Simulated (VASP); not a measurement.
# P in VASP: further runs, part 2 of 2

VASP 6.6.1.

## (3) Single point, PBE

This run uses another cell than the first one: it holds 1 atom, not 2.

INCAR

```
PREC = Accurate
ENCUT = 520
EDIFF = 1E-7
ISMEAR = 0
SIGMA = 0.1
LREAL = False
LASPH = True
NELM = 80
ALGO = Normal
ISIF = 2
LWAVE = False
LCHARG = False
GGA = PE
NBANDS = 8
```

KPOINTS

```
Automatic mesh
0
Gamma
  22 22 22
```

POSCAR

```
P
1.0
    2.4444872057      0.0000000000      0.0000000000
    0.0000000000      2.4444872057      0.0000000000
    0.0000000000      0.0000000000      2.4444872057
P
1
Direct
    0.5000000000      0.5000000000      0.5000000000
```

Potentials or basis: VASP PAW PBE potentials, release 64 (P).

On the command line:

```console
cat potpaw_PBE.64/P/POTCAR > POTCAR
mpirun -np 1 vasp_std > vasp.out
```

OUTCAR:

```text
PREC = Accurate
   ENCUT = 520
   EDIFF = 1E-7
   ISMEAR = 0
   LREAL = False
   LASPH = True
   NELM = 80
   ISIF = 2
   GGA = PE

 ion  position               nearest neighbor table
   1  0.500  0.500  0.500-

  LATTYP: Found a simple cubic cell.
 ALAT       =     2.4444872057

  Lattice vectors:

 A1 = (   2.4444872057,   0.0000000000,   0.0000000000)
 A2 = (   0.0000000000,   2.4444872057,   0.0000000000)
 A3 = (   0.0000000000,   0.0000000000,   2.4444872057)

Analysis of symmetry for initial positions (statically):
=====================================================================
 Subroutine PRICEL returns:
 Original cell was already a primitive cell.

 Routine SETGRP: Setting up the symmetry group for a
 simple cubic supercell.

 Subroutine GETGRP returns: Found 48 space group operations
 (whereof 48 operations were pure point group operations)
 out of a pool of 48 trial point group operations.

The static configuration has the point symmetry O_h .

Analysis of symmetry for dynamics (positions and initial velocities):
=====================================================================
 Subroutine PRICEL returns:
 Original cell was already a primitive cell.

 Routine SETGRP: Setting up the symmetry group for a
 simple cubic supercell.

 Subroutine GETGRP returns: Found 48 space group operations
 (whereof 48 operations were pure point group operations)
 out of a pool of 48 trial point group operations.

The dynamic configuration has the point symmetry O_h .

 Subroutine INISYM returns: Found 48 space group operations
 (whereof 48 operations are pure point group operations),
 and found     1 'primitive' translations

----------------------------------------------------------------------------------------

                                     Primitive cell

  volume of cell :      14.6071

  direct lattice vectors                    reciprocal lattice vectors
     2.444487206  0.000000000  0.000000000     0.409083753  0.000000000  0.000000000
     0.000000000  2.444487206  0.000000000     0.000000000  0.409083753  0.000000000
     0.000000000  0.000000000  2.444487206     0.000000000  0.000000000  0.409083753

  length of vectors
     2.444487206  2.444487206  2.444487206     0.409083753  0.409083753  0.409083753

  position of ions in fractional coordinates (direct lattice)
     0.500000000  0.500000000  0.500000000

  ion indices of the primitive-cell ions
   primitive index   ion index
                 1           1

----------------------------------------------------------------------------------------

 KPOINTS: Automatic mesh

Automatic generation of k-mesh.
 Grid dimensions read from file:
 generate k-points for:   22   22   22

 Generating k-lattice:

  Cartesian coordinates                     Fractional coordinates (reciprocal lattice)
     0.018594716  0.000000000  0.000000000     0.045454545  0.000000000  0.000000000
     0.000000000  0.018594716  0.000000000     0.000000000  0.045454545  0.000000000
     0.000000000  0.000000000  0.018594716     0.000000000  0.000000000  0.045454545

  Length of vectors
     0.018594716  0.018594716  0.018594716

  Shift w.r.t. Gamma in fractional coordinates (k-lattice)
     0.000000000  0.000000000  0.000000000

 Subroutine IBZKPT returns following result:
 ===========================================

 Found    364 irreducible k-points:

 Following reciprocal coordinates:
            Coordinates               Weight
  0.000000  0.000000  0.000000      1.000000
  0.045455  0.000000  0.000000      6.000000
  0.090909  0.000000  0.000000      6.000000
  0.136364  0.000000  0.000000      6.000000
  0.181818  0.000000  0.000000      6.000000
  0.227273  0.000000  0.000000      6.000000
[... 16 lines left out ...]
  0.500000  0.045455  0.000000     12.000000
  0.090909  0.090909  0.000000     12.000000
 [... further k-points ...]
   k-points           NKPTS =    364   k-points in BZ     NKDIM =    364   number of bands    NBANDS=      8
   number of dos      NEDOS =    301   number of ions     NIONS =      1
   total plane-waves  NPLWV =   5832
   dimension x,y,z NGX =    18 NGY =   18 NGZ =   18
   dimension x,y,z NGXF=    36 NGYF=   36 NGZF=   36
   ions per type =               1
   NGX,Y,Z   is equivalent  to a cutoff of  12.24, 12.24, 12.24 a.u.
   NGXF,Y,Z  is equivalent  to a cutoff of  24.48, 24.48, 24.48 a.u.
 SYSTEM =  unknown system
   PREC   = accura    normal or accurate (medium, high low for compatibility)
   ISTART =      0    job   : 0-new  1-cont  2-samecut
   ICHARG =      2    charge: 1-file 2-atom 10-const
   ISPIN  =      1    spin polarized calculation?
   LNONCOLLINEAR =      F non collinear calculations
   LSORBIT =      F    spin-orbit coupling
   LASPH  =      T    aspherical Exc in radial PAW
   ENCUT  =  520.0 eV  38.22 Ry    6.18 a.u.   4.55  4.55  4.55*2*pi/ulx,y,z
   NELM   =     80;   NELMIN=  2; NELMDL= -5     # of ELM steps
   EDIFF  = 0.1E-06   stopping-criterion for ELM
   LREAL  =      F    real-space projection
   EDIFFG = 0.1E-05   stopping-criterion for IOM
   NSW    =      0    number of steps for IOM
   IBRION =     -1    ionic relax: 0-MD 1-quasi-New 2-CG
   NFREE  =      0    steps in history (QN), initial steepest desc. (CG)
   ISIF   =      2    stress and relaxation
   ISYM   =      2    0-nonsym 1-usesym 2-fastsym
   POTIM  = 0.5000    time-step for ionic-motion
   TEBEG  =    0.0;   TEEND  =   0.0 temperature during run
   PSTRESS=    0.0 pullay stress
   NELECT =       5.0000    total number of electrons
   NUPDOWN=      -1.0000    fix difference up-down
   EMIN   =  10.00;   EMAX   =-10.00  energy-range for DOS
   EFERMI =   0.00;   METHOD = LEGACY
   ISMEAR =     0;   SIGMA  =   0.10  broadening in eV -4-tet -1-fermi 0-gaus
   EFERMI_NEDOS =   21; number of points for ismear=-14 and -15
   IALGO  =     38    algorithm
   IMIX   =      4    mixing-type and parameters
     AMIX     =   0.40;   BMIX     =  1.00
     AMIX_MAG =   1.60;   BMIX_MAG =  1.00
  volume/ion in A,a.u.               =      14.61        98.57
  Fermi-wavevector in a.u.,A,eV,Ry     =   1.145189  2.164093 17.843459  1.311457
  Thomas-Fermi vector in A             =   2.281878
   LORBIT       =      0    0 simple, 1 ext, 2 COOP (PROOUT), +10 PAW based schemes
   GGA     = PE    functional components
   LHFCALC =     F    Hartree Fock is set to
   AEXX    =    0.0000 exact exchange contribution
   IVDW    =     0    specifies the selected vdW correction
   LEPSILON=     F    determine dielectric tensor
   LRPA    =     F    only Hartree local field effects (RPA)
 non-spin polarized calculation
 Gauss-broadening in eV      SIGMA  =   0.10
  energy-cutoff  :      520.00
  volume of cell :       14.61
 maximum number of plane-waves:       406
   NGX =  9   NGY =  9   NGZ =  9

 number of electron       4.9999999 magnetization

 Free energy of the ion-electron system (eV)
  ---------------------------------------------------
  ext. energy  EPLUGINS =         0.00000000
  ---------------------------------------------------
  free energy    TOTEN  =        -5.27564586 eV

  energy without entropy =       -5.27446319  energy(sigma->0) =       -5.27505452

 E-fermi :   9.5602     XC(G=0): -11.2650

 val. band max:        9.5355822959   @ k =   0.4545   0.2727   0.2727
 cond. band min:       9.6110623857   @ k =   0.3182   0.2273   0.1364
 fundamental gap:      0.0754800898
 Fermi energy:         9.5601868776

 k-point     1 :       0.0000    0.0000    0.0000
  band No.  band energies     occupation
      1      -6.8705      2.00000
      2      14.5982      0.00000
      3      14.5982      0.00000
      4      14.5982      0.00000
      5      16.4067      0.00000
      6      16.4067      0.00000
      7      23.8425      0.00000
      8      33.9798      0.00000
[... 243 lines left out ...]
 k-point    24 :       0.0909    0.0909    0.0000
  band No.  band energies     occupation
      1      -6.4946      2.00000
      2      11.7463      0.00000
      3      12.6759      0.00000
      4      14.8931      0.00000
      5      17.8907      0.00000
      6      19.9263      0.00000
      7      24.9876      0.00000
      8      31.2410      0.00000

 [... further k-points ...]

------------------------ aborting loop because EDIFF is reached ----------------------------------------

  FORCE on cell =-STRESS in cart. coord.  units (eV):
  Direction    XX          YY          ZZ          XY          YZ          ZX
  --------------------------------------------------------------------------------------
  -------------------------------------------------------------------------------------
  Total       -0.0252329     -0.0252329     -0.0252329      0.0000000      0.0000000     -0.0000000
  in kB       -2.7676670     -2.7676670     -2.7676670      0.0000000      0.0000000     -0.0000000
  external PRESSURE =      -2.7676670 kB  Pullay stress =       0.0000000 kB

 VOLUME and BASIS-vectors are now :
 -----------------------------------------------------------------------------
  energy-cutoff  :      520.00
  volume of cell :       14.61
      direct lattice vectors                 reciprocal lattice vectors
     2.444487206  0.000000000  0.000000000     0.409083753  0.000000000  0.000000000
     0.000000000  2.444487206  0.000000000     0.000000000  0.409083753  0.000000000
     0.000000000  0.000000000  2.444487206     0.000000000  0.000000000  0.409083753

 POSITION                                       TOTAL-FORCE (eV/Angst)
 -----------------------------------------------------------------------------------
      1.22224      1.22224      1.22224         0.000000      0.000000      0.000000
 -----------------------------------------------------------------------------------
    total drift:                               -0.000000      0.000000      0.000000

  FREE ENERGIE OF THE ION-ELECTRON SYSTEM (eV)
  ---------------------------------------------------
  free  energy   TOTEN  =        -5.2756458582 eV

  energy  without entropy=       -5.2744631886  energy(sigma->0) =       -5.27505452
```

Wall time 27 s (1 thread of Intel Xeon 8259CL, shared host); peak memory 0.14 GiB.

What came out:

```yaml
Free_energy: -5.2756 eV
Pressure: -0.3 GPa
Band_gap_on_the_k_mesh: zero (an odd number of electrons rules out a gap without spin polarisation)
```

## (4) Relaxation of cell and atoms, PBE

This run uses another cell than the first one: it holds 1 atom, not 2.

INCAR

```
SYSTEM = P
ALGO     = Normal         ! electronic algorithm
EDIFF    = 1E-7           ! SCF threshold, eV
EDIFFG   = -0.01          ! ionic threshold
ENCUT    = 600            ! plane-wave cutoff, eV
GGA      = PE             ! functional
IBRION   = 2              ! ionic algorithm
ISIF     = 3              ! what is computed and relaxed
ISMEAR   = 0              ! smearing method
LASPH    = .TRUE.         ! aspherical terms in the spheres
LCHARG   = .FALSE.        ! write CHGCAR
LREAL    = .FALSE.        ! projectors in reciprocal space
LWAVE    = .FALSE.        ! write WAVECAR
NELM     = 100            ! most SCF steps
NSW      = 100            ! ionic steps
PREC     = Accurate       ! precision mode
SIGMA    = 0.1            ! smearing width, eV
```

KPOINTS

```
k-points
0
G
  22 22 22
  0 0 0
```

POSCAR

```
P
1.0
    2.4469703997      0.0000000000      0.0000000000
    0.0000000000      2.4469703997      0.0000000000
    0.0000000000      0.0000000000      2.4469703997
P
1
Direct
    0.5000000000      0.5000000000      0.5000000000
```

On the command line:

```console
cat potpaw_PBE.64/P/POTCAR > POTCAR
mpirun -np 1 vasp_std > vasp.out
```

Run time: 50 s. Hardware: 1 thread of Intel Xeon 8259CL, shared host; peak memory 0.15 GiB.

Results (log left out):

```yaml
Free_energy: -5.2759 eV
Relaxed_volume: 14.57 Å³/atom
Relaxed_cell: a = 2.443 Å, b = 2.443 Å, c = 2.443 Å, α = 90.00°, β = 90.00°, γ = 90.00°
Space_group_after_relaxing_to_0.1_Å: Pm-3m (No. 221)
Energy_gained_by_relaxing: 0.1 meV/atom
Ionic_steps: 3
Pressure_after_relaxing: 0.0 GPa
Band_gap_on_the_k_mesh: zero (an odd number of electrons rules out a gap without spin polarisation)
```

Step by step:
```tsv
step	energy change (eV)	largest force (eV/Å)	pressure (GPa)	volume (Å³)
1	0.0000	0.0000	-0.61	14.65
2	-0.0001	0.0000	0.34	14.53
3	-0.0001	0.0000	0.01	14.57
```

Final structure:
```yaml
crystal:
  lattice:
    - [2.44269, 0.00000, 0.00000]
    - [0.00000, 2.44269, 0.00000]
    - [0.00000, 0.00000, 2.44269]
  atoms:
    - { symbol: P, position: [0.50000, 0.50000, 0.50000] }
```

Levels at points of the mesh, in eV from the Fermi level:
```tsv
k point	band 1	band 2	band 3	band 4	band 5	band 6
(0.00, 0.00, 0.00)	-16.45	5.05	5.05	5.05	6.84	6.84
(0.50, 0.00, 0.00)	-12.14	-8.62	7.86	7.86	9.40	14.40
(0.50, 0.50, 0.00)	-7.46	-5.23	-5.23	1.04	10.47	16.92
(0.50, 0.50, 0.50)	-2.15	-2.15	-2.15	-1.63	4.72	4.72
```

## (5) Summary

| task | cell | k mesh | cutoff (eV) | gap on the mesh (eV) | pressure (GPa) |
| --- | --- | --- | --- | --- | --- |
| single point | a = 2.434, b = 2.434, c = 4.945 Å, 2 atoms, atomic positions A | 6 × 6 × 6 | 520 | none | -0.2 |
| single point | a = 2.444 Å, 1 atom, atomic positions B | 22 × 22 × 22 | 520 | none | -0.3 |
| relaxation of cell and atoms | relaxed from a = 2.447 Å, 1 atom, atomic positions B | 22 × 22 × 22 | 600 | none | 0.0 |

Alike in all rows: level PBE; potentials or basis VASP PAW PBE potentials, release 64 (P); no spin polarisation; smearing gaussian 0.1 eV.

Caveats: some runs use coarse meshes.

Absolute energies hang on the potentials; compare differences alone.
